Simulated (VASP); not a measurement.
The system is ZrB.

```
Zr B
1.0
     0.00000    2.32500    2.32500
     2.32500    0.00000    2.32500
     2.32500    2.32500    0.00000
Zr B
1 1
Direct
  0.00000 0.00000 0.00000
  0.50000 0.50000 0.50000
```

Program: VASP 6.6.1. Alike in all runs: task single point; potentials or basis VASP PAW PBE potentials, release 64 (Zr_sv, B); no spin polarisation; cell as given; cutoff (eV) 520; smearing fermi-dirac 0.05 eV.

**Question.** Order these runs on this cell by their pressure, lowest first.
A. level PBEsol+U; U Zr d U = 6.0 eV; k mesh 10 × 10 × 10
B. level PBEsol+U; U Zr d U = 5.0 eV; k mesh 10 × 10 × 10
C. level PBEsol+U; U Zr d U = 2.0 eV; k mesh 10 × 10 × 10
D. level PBE0; k mesh 6 × 6 × 6; grid for exact exchange (PRECFOCK) Normal; share of exact exchange 0.25
E. level PBEsol+U; U Zr d U = 4.0 eV; k mesh 10 × 10 × 10

**Answer.** D (33.8 GPa), C (36.0 GPa), E (42.7 GPa), B (46.2 GPa), A (49.7 GPa).

Caveats: some runs use coarse meshes; the PAW data sets were made with another functional, which shifts forces and pressure a little; the cell stands under pressure (at least some runs); U without spin polarisation on a metal has little footing (at least some runs); the U is typed as a test and isn't derived for this compound (at least some runs).
